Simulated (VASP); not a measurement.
# AlSn (P-6m2) in VASP: notebook, part 2 of 2

VASP 6.6.1. The steps go on from the part before.

### 3 Single point, PBEsol (volume scaled by 0.96)

Contents of INCAR:

```
SYSTEM = AlSn
PREC = Accurate
ENCUT = 520
EDIFF = 1E-6
ISMEAR = -1
SIGMA = 0.05
LREAL = .False.
LASPH = .True.
NELM = 60
ALGO = Normal
ISIF = 2
LWAVE = .False.
LCHARG = .False.
GGA = PS
NBANDS = 16
```

Contents of KPOINTS:

```
regular mesh
0
Gamma
  7 7 8
  0 0 0
```

Contents of POSCAR:

```
AlSn
1.0
    4.1413675035      0.0000000000      0.0000000000
   -2.0706837517      3.5865294644      0.0000000000
    0.0000000000      0.0000000000      3.2621543997
Sn Al
1 1
Direct
    0.3333333333      0.6666666667      0.5000000000
    0.0000000000      0.0000000000      0.0000000000
```

Potentials or basis: VASP PAW PBE potentials, release 64 (Sn_d, Al).

Launch:

```console
$ cat potpaw_PBE.64/Sn_d/POTCAR potpaw_PBE.64/Al/POTCAR > POTCAR
$ mpirun -np 1 vasp_std > vasp.out
```

OUTCAR:

```text
SYSTEM = AlSn
   PREC = Accurate
   ENCUT = 520
   EDIFF = 1E-6
   ISMEAR = -1
   LREAL = .False.
   LASPH = .True.
   NELM = 60
   ISIF = 2
   GGA = PS

 ion  position               nearest neighbor table
   1  0.333  0.667  0.500-   2 2.89   2 2.89   2 2.89   2 2.89   2 2.89   2 2.89
   2  0.000  0.000  0.000-   1 2.89   1 2.89   1 2.89   1 2.89   1 2.89   1 2.89

  LATTYP: Found a hexagonal cell.
 ALAT       =     4.1413675035
 C/A-ratio  =     0.7876998110

  Lattice vectors:

 A1 = (   4.1413675035,   0.0000000000,   0.0000000000)
 A2 = (  -2.0706837517,   3.5865294644,   0.0000000000)
 A3 = (   0.0000000000,   0.0000000000,   3.2621543997)

Analysis of symmetry for initial positions (statically):
=====================================================================
 Subroutine PRICEL returns:
 Original cell was already a primitive cell.

 Routine SETGRP: Setting up the symmetry group for a
 hexagonal supercell.

 Subroutine GETGRP returns: Found 12 space group operations
 (whereof 12 operations were pure point group operations)
 out of a pool of 24 trial point group operations.

The static configuration has the point symmetry D_3h.

Analysis of symmetry for dynamics (positions and initial velocities):
=====================================================================
 Subroutine PRICEL returns:
 Original cell was already a primitive cell.

 Routine SETGRP: Setting up the symmetry group for a
 hexagonal supercell.

 Subroutine GETGRP returns: Found 12 space group operations
 (whereof 12 operations were pure point group operations)
 out of a pool of 24 trial point group operations.

The dynamic configuration has the point symmetry D_3h.

 Subroutine INISYM returns: Found 12 space group operations
 (whereof 12 operations are pure point group operations),
 and found     1 'primitive' translations

----------------------------------------------------------------------------------------

                                     Primitive cell

  volume of cell :      48.4532

  direct lattice vectors                    reciprocal lattice vectors
     4.141367503  0.000000000  0.000000000     0.241466134  0.139410537  0.000000000
    -2.070683752  3.586529464  0.000000000     0.000000000  0.278821075  0.000000000
     0.000000000  0.000000000  3.262154400     0.000000000  0.000000000  0.306545883

  length of vectors
     4.141367503  4.141367503  3.262154400     0.278821075  0.278821075  0.306545883

  position of ions in fractional coordinates (direct lattice)
     0.333333333  0.666666667  0.500000000
     0.000000000  0.000000000  0.000000000

  ion indices of the primitive-cell ions
   primitive index   ion index
                 1           1
                 2           2

----------------------------------------------------------------------------------------

 KPOINTS: regular mesh

Automatic generation of k-mesh.
 Grid dimensions read from file:
 generate k-points for:    7    7    8

 Generating k-lattice:

  Cartesian coordinates                     Fractional coordinates (reciprocal lattice)
     0.034495162  0.019915791  0.000000000     0.142857143  0.000000000  0.000000000
     0.000000000  0.039831582  0.000000000     0.000000000  0.142857143  0.000000000
     0.000000000  0.000000000  0.038318235     0.000000000  0.000000000  0.125000000

  Length of vectors
     0.039831582  0.039831582  0.038318235

  Shift w.r.t. Gamma in fractional coordinates (k-lattice)
     0.000000000  0.000000000  0.000000000

 Subroutine IBZKPT returns following result:
 ===========================================

 Found     40 irreducible k-points:

 Following reciprocal coordinates:
            Coordinates               Weight
  0.000000  0.000000  0.000000      1.000000
  0.142857 -0.000000  0.000000      6.000000
  0.285714 -0.000000  0.000000      6.000000
  0.428571 -0.000000  0.000000      6.000000
  0.142857  0.142857  0.000000      6.000000
  0.285714  0.142857  0.000000     12.000000
[... 16 lines left out ...]
  0.428571  0.142857  0.250000     12.000000
  0.285714  0.285714  0.250000     12.000000
 [... further k-points ...]
   k-points           NKPTS =     40   k-points in BZ     NKDIM =     40   number of bands    NBANDS=     16
   number of dos      NEDOS =    301   number of ions     NIONS =      2
   total plane-waves  NPLWV =  24576
   dimension x,y,z NGX =    32 NGY =   32 NGZ =   24
   dimension x,y,z NGXF=    64 NGYF=   64 NGZF=   48
   ions per type =               1   1
   NGX,Y,Z   is equivalent  to a cutoff of  12.85, 12.85, 12.23 a.u.
   NGXF,Y,Z  is equivalent  to a cutoff of  25.69, 25.69, 24.46 a.u.
 SYSTEM =  AlSn
   PREC   = accura    normal or accurate (medium, high low for compatibility)
   ISTART =      0    job   : 0-new  1-cont  2-samecut
   ICHARG =      2    charge: 1-file 2-atom 10-const
   ISPIN  =      1    spin polarized calculation?
   LNONCOLLINEAR =      F non collinear calculations
   LSORBIT =      F    spin-orbit coupling
   LASPH  =      T    aspherical Exc in radial PAW
   ENCUT  =  520.0 eV  38.22 Ry    6.18 a.u.   7.70  7.70  6.07*2*pi/ulx,y,z
   NELM   =     60;   NELMIN=  2; NELMDL= -5     # of ELM steps
   EDIFF  = 0.1E-05   stopping-criterion for ELM
   LREAL  =      F    real-space projection
   EDIFFG = 0.1E-04   stopping-criterion for IOM
   NSW    =      0    number of steps for IOM
   IBRION =     -1    ionic relax: 0-MD 1-quasi-New 2-CG
   NFREE  =      0    steps in history (QN), initial steepest desc. (CG)
   ISIF   =      2    stress and relaxation
   ISYM   =      2    0-nonsym 1-usesym 2-fastsym
   POTIM  = 0.5000    time-step for ionic-motion
   TEBEG  =    0.0;   TEEND  =   0.0 temperature during run
   PSTRESS=    0.0 pullay stress
   NELECT =      17.0000    total number of electrons
   NUPDOWN=      -1.0000    fix difference up-down
   EMIN   =  10.00;   EMAX   =-10.00  energy-range for DOS
   EFERMI =   0.00;   METHOD = LEGACY
   ISMEAR =    -1;   SIGMA  =   0.05  broadening in eV -4-tet -1-fermi 0-gaus
   EFERMI_NEDOS =   21; number of points for ismear=-14 and -15
   IALGO  =     38    algorithm
   IMIX   =      4    mixing-type and parameters
     AMIX     =   0.40;   BMIX     =  1.00
     AMIX_MAG =   1.60;   BMIX_MAG =  1.00
  volume/ion in A,a.u.               =      24.23       163.49
  Fermi-wavevector in a.u.,A,eV,Ry     =   1.154650  2.181972 18.139504  1.333216
  Thomas-Fermi vector in A             =   2.291284
   LORBIT       =      0    0 simple, 1 ext, 2 COOP (PROOUT), +10 PAW based schemes
   GGA     = PS    functional components
   LHFCALC =     F    Hartree Fock is set to
   AEXX    =    0.0000 exact exchange contribution
   IVDW    =     0    specifies the selected vdW correction
   LEPSILON=     F    determine dielectric tensor
   LRPA    =     F    only Hartree local field effects (RPA)
 non-spin polarized calculation
  energy-cutoff  :      520.00
  volume of cell :       48.45
 maximum number of plane-waves:      1327
 NGX is ok and might be reduce to    32
   NGX = 15   NGY = 15   NGZ = 13

 number of electron      16.9999999 magnetization

 Free energy of the ion-electron system (eV)
  ---------------------------------------------------
  ext. energy  EPLUGINS =         0.00000000
  ---------------------------------------------------
  free energy    TOTEN  =        -7.97538906 eV

  energy without entropy =       -7.97056486  energy(sigma->0) =       -7.97297696

 E-fermi :   6.7529     XC(G=0):  -9.8526

 val. band max:        6.7442589128   @ k =   0.0000   0.0000   0.1250
 cond. band min:       6.8497106426   @ k =   0.4286   0.1429   0.5000
 fundamental gap:      0.1054517298
 Fermi energy:         6.7529302273

 k-point     1 :       0.0000    0.0000    0.0000
  band No.  band energies     occupation
      1     -14.5516      2.00000
      2     -14.4309      2.00000
      3     -14.4309      2.00000
      4     -14.4064      2.00000
      5     -14.4064      2.00000
      6      -3.9923      2.00000
[... 8 lines left out ...]
     15      18.7970      0.00000
     16      19.7691      0.00000
[... 419 lines left out ...]
 k-point    24 :       0.2857    0.2857    0.2500
  band No.  band energies     occupation
      1     -14.4544      2.00000
      2     -14.4505      2.00000
      3     -14.4373      2.00000
      4     -14.4199      2.00000
      5     -14.4096      2.00000
      6      -0.9478      2.00000
[... 8 lines left out ...]
     15      19.1919      0.00000
     16      19.2551      0.00000

 [... further k-points ...]

------------------------ aborting loop because EDIFF is reached ----------------------------------------

  FORCE on cell =-STRESS in cart. coord.  units (eV):
  Direction    XX          YY          ZZ          XY          YZ          ZX
  --------------------------------------------------------------------------------------
  -------------------------------------------------------------------------------------
  Total        0.0106928      0.0106928      0.2581452      0.0000000      0.0000000      0.0000000
  in kB        0.3535732      0.3535732      8.5359511      0.0000000      0.0000000      0.0000000
  external PRESSURE =       3.0810325 kB  Pullay stress =       0.0000000 kB

 VOLUME and BASIS-vectors are now :
 -----------------------------------------------------------------------------
  energy-cutoff  :      520.00
  volume of cell :       48.45
      direct lattice vectors                 reciprocal lattice vectors
     4.141367503  0.000000000  0.000000000     0.241466134  0.139410537  0.000000000
    -2.070683752  3.586529464  0.000000000     0.000000000  0.278821075  0.000000000
     0.000000000  0.000000000  3.262154400     0.000000000  0.000000000  0.306545883

 POSITION                                       TOTAL-FORCE (eV/Angst)
 -----------------------------------------------------------------------------------
     -0.00000      2.39102      1.63108         0.000000      0.000000      0.000000
      0.00000      0.00000      0.00000        -0.000000     -0.000000      0.000000
 -----------------------------------------------------------------------------------
    total drift:                                0.000000     -0.000000     -0.000000

  FREE ENERGIE OF THE ION-ELECTRON SYSTEM (eV)
  ---------------------------------------------------
  free  energy   TOTEN  =        -7.9753890581 eV

  energy  without entropy=       -7.9705648598  energy(sigma->0) =       -7.97297696
```

OSZICAR:

```text
N       E                     dE             d eps       ncg     rms          rms(c)
DAV:   1     0.978579657687E+02    0.97858E+02   -0.77684E+03  1288   0.127E+03
DAV:   2    -0.202679977875E+00   -0.98061E+02   -0.94204E+02  1416   0.336E+02
DAV:   3    -0.783657852810E+01   -0.76339E+01   -0.75978E+01  1656   0.740E+01
DAV:   4    -0.803025528691E+01   -0.19368E+00   -0.19365E+00  1552   0.128E+01
DAV:   5    -0.803916828016E+01   -0.89130E-02   -0.89127E-02  2000   0.258E+00    0.241E+00
DAV:   6    -0.799601070568E+01    0.43158E-01   -0.25783E-02  1728   0.227E+00    0.135E+00
DAV:   7    -0.797561589771E+01    0.20395E-01   -0.26042E-02  1720   0.202E+00    0.153E-01
DAV:   8    -0.797538256074E+01    0.23334E-03   -0.24278E-03  1688   0.615E-01    0.528E-02
DAV:   9    -0.797538842202E+01   -0.58613E-05   -0.93494E-05  1792   0.837E-02    0.963E-03
DAV:  10    -0.797538905812E+01   -0.63610E-06   -0.60009E-06  1640   0.180E-02
   1 F= -.79753891E+01 E0= -.79729770E+01  d E =-.482420E-02
```

Wall time 23 s (1 thread of Intel Xeon 8259CL, shared host); peak memory 0.18 GiB.

Results:

```yaml
Free_energy: -7.9754 eV
Pressure: 0.3 GPa
```

Stress tensor (GPa, compression positive):
```
0.04 0.00 0.00
0.00 0.04 0.00
0.00 0.00 0.85
```

Levels at points of the mesh, in eV from the Fermi level:
```csv
k point,band 6,band 7,band 8,band 9,band 10,band 11
"(0.00, 0.00, 0.00)",-10.75,-0.25,-0.25,0.92,2.67,3.14
"(0.00, 0.00, 0.50)",-7.60,-6.41,2.79,2.79,3.69,3.69
```

Caveat: the PAW data sets were made with another functional, which shifts forces and pressure a little; spin-orbit coupling is left out, which moves the levels of the heavy elements.
